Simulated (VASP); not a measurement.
# Eu (Im-3m) in VASP: a series of runs, part 3 of 3

VASP 6.6.1. Earlier steps stand in the parts before.

### 5 Single point, PBEsol, collinear spin, ferromagnetic start (volume scaled by 1.06)

Contents of INCAR:

```
SYSTEM = Eu
PREC = Accurate ; ENCUT = 520
EDIFF = 1E-6 ; ISMEAR = -1
SIGMA = 0.05 ; LREAL = .FALSE.
LASPH = .TRUE. ; NELM = 150
ALGO = Normal ; ISIF = 2
LWAVE = .FALSE. ; LCHARG = .FALSE.
ISPIN = 2 ; MAGMOM = 7
LORBIT = 11 ; LMAXMIX = 6
GGA = PS ; NBANDS = 18
```

Contents of KPOINTS:

```
regular mesh
0
G
  8 8 8
  0 0 0
```

Contents of POSCAR:

```
Eu
1.0
   -2.3481683300      2.3481683300      2.3481683300
    2.3481683300     -2.3481683300      2.3481683300
    2.3481683300      2.3481683300     -2.3481683300
Eu
1
Direct
    0.0000000000      0.0000000000      0.0000000000
```

Potentials or basis: VASP PAW PBE potentials, release 64 (Eu).

The run is started by

```sh
cat potpaw_PBE.64/Eu/POTCAR > POTCAR
mpirun -np 1 vasp_std > vasp.out
```

OUTCAR:

```text
SYSTEM = Eu
   PREC = Accurate
   ENCUT = 520
   EDIFF = 1E-6
   ISMEAR = -1
   LREAL = .FALSE.
   LASPH = .TRUE.
   NELM = 150
   ISIF = 2
   ISPIN = 2
   LORBIT = 11
   GGA = PS

 ion  position               nearest neighbor table
   1  0.000  0.000  0.000-

  LATTYP: Found a body centered cubic cell.
 ALAT       =     4.6963366600

  Lattice vectors:

 A1 = (  -2.3481683300,   2.3481683300,   2.3481683300)
 A2 = (   2.3481683300,  -2.3481683300,   2.3481683300)
 A3 = (   2.3481683300,   2.3481683300,  -2.3481683300)

Analysis of symmetry for initial positions (statically):
=====================================================================
 Subroutine PRICEL returns:
 Original cell was already a primitive cell.

 Routine SETGRP: Setting up the symmetry group for a
 body centered cubic supercell.

 Subroutine GETGRP returns: Found 48 space group operations
 (whereof 48 operations were pure point group operations)
 out of a pool of 48 trial point group operations.

The static configuration has the point symmetry O_h .

Analysis of symmetry for dynamics (positions and initial velocities):
=====================================================================
 Subroutine PRICEL returns:
 Original cell was already a primitive cell.

 Routine SETGRP: Setting up the symmetry group for a
 body centered cubic supercell.

 Subroutine GETGRP returns: Found 48 space group operations
 (whereof 48 operations were pure point group operations)
 out of a pool of 48 trial point group operations.

The dynamic configuration has the point symmetry O_h .

Analysis of structural, dynamic, and magnetic symmetry:
=====================================================================
 Subroutine PRICEL returns:
 Original cell was already a primitive cell.

 Routine SETGRP: Setting up the symmetry group for a
 body centered cubic supercell.

 Subroutine GETGRP returns: Found 48 space group operations
 (whereof 48 operations were pure point group operations)
 out of a pool of 48 trial point group operations.

The overall configuration has the point symmetry O_h .

 Subroutine INISYM returns: Found 48 space group operations
 (whereof 48 operations are pure point group operations),
 and found     1 'primitive' translations

----------------------------------------------------------------------------------------

                                     Primitive cell

  volume of cell :      51.7902

  direct lattice vectors                    reciprocal lattice vectors
    -2.348168330  2.348168330  2.348168330     0.000000000  0.212931924  0.212931924
     2.348168330 -2.348168330  2.348168330     0.212931924  0.000000000  0.212931924
     2.348168330  2.348168330 -2.348168330     0.212931924  0.212931924  0.000000000

  length of vectors
     4.067146852  4.067146852  4.067146852     0.301131215  0.301131215  0.301131215

  position of ions in fractional coordinates (direct lattice)
     0.000000000  0.000000000  0.000000000

  ion indices of the primitive-cell ions
   primitive index   ion index
                 1           1

----------------------------------------------------------------------------------------

 KPOINTS: regular mesh

Automatic generation of k-mesh.
 Grid dimensions read from file:
 generate k-points for:    8    8    8

 Generating k-lattice:

[... 48 lines left out ...]
   ions per type =               1
   NGX,Y,Z   is equivalent  to a cutoff of  12.26, 12.26, 12.26 a.u.
   NGXF,Y,Z  is equivalent  to a cutoff of  24.53, 24.53, 24.53 a.u.
 SYSTEM =  Eu
   PREC   = accura    normal or accurate (medium, high low for compatibility)
   ISTART =      0    job   : 0-new  1-cont  2-samecut
   ICHARG =      2    charge: 1-file 2-atom 10-const
   ISPIN  =      2    spin polarized calculation?
   LNONCOLLINEAR =      F non collinear calculations
   LSORBIT =      F    spin-orbit coupling
   LASPH  =      T    aspherical Exc in radial PAW
   ENCUT  =  520.0 eV  38.22 Ry    6.18 a.u.   7.56  7.56  7.56*2*pi/ulx,y,z
   NELM   =    150;   NELMIN=  2; NELMDL= -5     # of ELM steps
   EDIFF  = 0.1E-05   stopping-criterion for ELM
   LREAL  =      F    real-space projection
   EDIFFG = 0.1E-04   stopping-criterion for IOM
   NSW    =      0    number of steps for IOM
   IBRION =     -1    ionic relax: 0-MD 1-quasi-New 2-CG
   NFREE  =      0    steps in history (QN), initial steepest desc. (CG)
   ISIF   =      2    stress and relaxation
   ISYM   =      2    0-nonsym 1-usesym 2-fastsym
   POTIM  = 0.5000    time-step for ionic-motion
   TEBEG  =    0.0;   TEEND  =   0.0 temperature during run
   PSTRESS=    0.0 pullay stress
   NELECT =      17.0000    total number of electrons
   NUPDOWN=      -1.0000    fix difference up-down
   EMIN   =  10.00;   EMAX   =-10.00  energy-range for DOS
   EFERMI =   0.00;   METHOD = LEGACY
   ISMEAR =    -1;   SIGMA  =   0.05  broadening in eV -4-tet -1-fermi 0-gaus
   EFERMI_NEDOS =   21; number of points for ismear=-14 and -15
   IALGO  =     38    algorithm
   IMIX   =      4    mixing-type and parameters
     AMIX     =   0.40;   BMIX     =  1.00
     AMIX_MAG =   1.60;   BMIX_MAG =  1.00
  volume/ion in A,a.u.               =      51.79       349.50
  Fermi-wavevector in a.u.,A,eV,Ry     =   1.129298  2.134064 17.351702  1.275314
  Thomas-Fermi vector in A             =   2.265991
   LORBIT       =     11    0 simple, 1 ext, 2 COOP (PROOUT), +10 PAW based schemes
   GGA     = PS    functional components
   LHFCALC =     F    Hartree Fock is set to
   AEXX    =    0.0000 exact exchange contribution
   IVDW    =     0    specifies the selected vdW correction
   LEPSILON=     F    determine dielectric tensor
   LRPA    =     F    only Hartree local field effects (RPA)
 spin polarized calculation
  energy-cutoff  :      520.00
  volume of cell :       51.79
 maximum number of plane-waves:      1433
   NGX = 15   NGY = 15   NGZ = 15

 number of electron      16.9999992 magnetization       7.4015789

 Free energy of the ion-electron system (eV)
  ---------------------------------------------------
  ext. energy  EPLUGINS =         0.00000000
  ---------------------------------------------------
  free energy    TOTEN  =       -11.51631441 eV

  energy without entropy =      -11.50222022  energy(sigma->0) =      -11.50926732

 E-fermi :   1.2924     XC(G=0):  -8.1370

 val. band max:        1.2657443535   @ k =   0.2500   0.2500   0.2500
 cond. band min:       1.2957242967   @ k =   0.2500   0.2500   0.1250
 fundamental gap:      0.0299799432
 Fermi energy:         1.2923981094

 spin component 1

 k-point     1 :       0.0000    0.0000    0.0000
  band No.  band energies     occupation
      1     -40.5419      1.00000
      2     -19.2169      1.00000
      3     -19.2169      1.00000
      4     -19.2169      1.00000
      5      -2.8068      1.00000
      6       0.7766      0.99997
[... 493 lines left out ...]
     17       4.9909      0.00000
     18       7.8758      0.00000

 [... further k-points ...]

 spin component 2

 k-point     1 :       0.0000    0.0000    0.0000
  band No.  band energies     occupation
      1     -37.4097      1.00000
      2     -16.8666      1.00000
      3     -16.8666      1.00000
      4     -16.8666      1.00000
      5      -2.0729      1.00000
      6       3.8603      0.00000
[... 493 lines left out ...]
     17       6.4068      0.00000
     18       9.0705      0.00000

 [... further k-points ...]

------------------------ aborting loop because EDIFF is reached ----------------------------------------

  FORCE on cell =-STRESS in cart. coord.  units (eV):
  Direction    XX          YY          ZZ          XY          YZ          ZX
  --------------------------------------------------------------------------------------
  -------------------------------------------------------------------------------------
  Total       -1.0335876     -1.0335876     -1.0335876     -0.0000000      0.0000000      0.0000000
  in kB      -31.9749748    -31.9749748    -31.9749748     -0.0000000      0.0000000      0.0000000
  external PRESSURE =     -31.9749748 kB  Pullay stress =       0.0000000 kB

 VOLUME and BASIS-vectors are now :
 -----------------------------------------------------------------------------
  energy-cutoff  :      520.00
  volume of cell :       51.79
      direct lattice vectors                 reciprocal lattice vectors
    -2.348168330  2.348168330  2.348168330     0.000000000  0.212931924  0.212931924
     2.348168330 -2.348168330  2.348168330     0.212931924  0.000000000  0.212931924
     2.348168330  2.348168330 -2.348168330     0.212931924  0.212931924  0.000000000

 POSITION                                       TOTAL-FORCE (eV/Angst)
 -----------------------------------------------------------------------------------
      0.00000      0.00000      0.00000         0.000000      0.000000      0.000000
 -----------------------------------------------------------------------------------
    total drift:                               -0.000000     -0.000000      0.000000

  FREE ENERGIE OF THE ION-ELECTRON SYSTEM (eV)
  ---------------------------------------------------
  free  energy   TOTEN  =       -11.5163144148 eV

  energy  without entropy=      -11.5022202216  energy(sigma->0) =      -11.50926732

 total charge

# of ion       s       p       d       f       tot
--------------------------------------------------
    1        2.073   5.694   0.215   6.695  14.677

 magnetization (x)

# of ion       s       p       d       f       tot
--------------------------------------------------
    1       -0.003  -0.088   0.120   6.694   6.723
```

stdout:

```text
POSCAR found type information on POSCAR Eu
 POSCAR found :  1 types and       1 ions
 scaLAPACK will be used
 -----------------------------------------------------------------------------
|                                                                             |
|                                                                             |
|     You enforced a specific xc type in the INCAR file but a different       |
|     I HOPE YOU KNOW WHAT YOU ARE DOING!                                     |
|                                                                             |
 -----------------------------------------------------------------------------

 LDA part: xc-table for (Slater+PW92), standard interpolation
 POSCAR, INCAR and KPOINTS ok, starting setup
 FFT: planning ... GRIDC
 FFT: planning ... GRID_SOFT
 FFT: planning ... GRID
 WAVECAR not read
 entering main loop
```

It took 1.7 min on 1 thread of Intel Xeon Platinum 8175M at 2.50GHz (Skylake/Cascade Lake), shared host; peak memory 0.22 GiB.

Results:

- Free energy: -11.5163 eV
- Pressure: -3.2 GPa
- Net moment: 7.40 μB per cell
- Site moments: Eu +6.72 μB
- Valence electrons inside the program's atomic spheres: Eu 14.68

Caveat: the cell differs from its parent crystal (volume scaled by 1.06); the PAW data sets were made with another functional, which shifts forces and pressure a little; spin-orbit coupling is left out, which moves the levels of the heavy elements.

### 6 Single point, PBEsol, collinear spin, ferromagnetic start

This run uses another cell than the first one, of 47.88 Å³/atom, 0.980 times its volume.

Contents of INCAR:

```
ALGO = Normal
EDIFF = 1E-7
ENCUT = 520
GGA = PS
ISIF = 2
ISMEAR = -1
ISPIN = 2
LASPH = True
LCHARG = False
LMAXMIX = 6
LORBIT = 11
LREAL = False
LWAVE = False
MAGMOM = 7
NBANDS = 18
NELM = 150
PREC = Accurate
SIGMA = 0.05
```

Contents of KPOINTS:

```
k-points
0
Gamma
  8 8 8
```

Contents of POSCAR:

```
Eu
1.0
   -2.2875431584      2.2875431584      2.2875431584
    2.2875431584     -2.2875431584      2.2875431584
    2.2875431584      2.2875431584     -2.2875431584
Eu
1
Direct
    0.0000000000      0.0000000000      0.0000000000
```

Potentials or basis: VASP PAW PBE potentials, release 64 (Eu).

The run is started by

```sh
cat potpaw_PBE.64/Eu/POTCAR > POTCAR
mpirun -np 1 vasp_std > vasp.out
```

Run time: 72 s. Hardware: 1 thread of AMD EPYC 7R13 (Zen 3), shared host; peak memory 0.19 GiB.

It converged, with:

```
Free energy                                           : -11.5865 eV
Pressure                                              : -2.7 GPa
Net moment                                            : 7.36 μB per cell
Site moments                                          : Eu +6.71 μB
Valence electrons inside the program's atomic spheres : Eu 14.68
```

Levels at points of the mesh, in eV from the Fermi level:
Spin up:
```
           k point  band 8  band 9  band 10  band 11  band 12  band 13  band 14  band 15  band 16  band 17
(0.00, 0.00, 0.00)   -0.53   -0.40    -0.40    -0.40    -0.36     1.65     1.65     1.65     3.18     3.18
(0.50, 0.00, 0.00)   -0.50   -0.42    -0.41    -0.40    -0.38     0.43     0.49     3.02     3.69     5.13
(0.50, 0.50, 0.50)   -0.50   -0.50    -0.50    -0.37    -0.37    -0.37     4.27     4.27     4.27     4.66
```
Spin down:
```
           k point  band 2  band 3  band 4  band 5  band 6  band 7  band 8  band 9
(0.00, 0.00, 0.00)  -18.06  -18.06  -18.06   -3.48    2.64    2.64    2.64    3.93
(0.50, 0.00, 0.00)  -18.43  -18.18  -18.06   -0.85    1.21    1.32    3.86    4.13
(0.50, 0.50, 0.50)  -18.32  -18.32  -18.32   -0.09   -0.09    3.78    3.78    3.78
```

Caveat: the PAW data sets were made with another functional, which shifts forces and pressure a little; spin-orbit coupling is left out, which moves the levels of the heavy elements.

### 7 Summary

| cell | gap on the mesh (eV) | pressure (GPa) | moment (μB) |
| --- | --- | --- | --- |
| a = 3.989 Å, angles 109.5°, 1 atom | none | -2.8 | 7.37 |
| a = 4.015 Å, angles 109.5°, 1 atom | none | -3.0 | 7.39 |
| a = 4.041 Å, angles 109.5°, 1 atom | none | -3.1 | 7.40 |
| a = 4.067 Å, angles 109.5°, 1 atom | none | -3.2 | 7.40 |
| a = 3.962 Å, angles 109.5°, 1 atom | none | -2.7 | 7.36 |

Alike in all rows: task single point; level PBEsol; potentials or basis VASP PAW PBE potentials, release 64 (Eu); spin collinear, ferromagnetic start; k mesh 8 × 8 × 8; cutoff (eV) 520; smearing fermi-dirac 0.05 eV.

Caveats: the PAW data sets were made with another functional, which shifts forces and pressure a little; spin-orbit coupling is left out, which moves the levels of the heavy elements.

Total energies depend on the potentials used, so only differences within one code and one set of settings carry meaning.
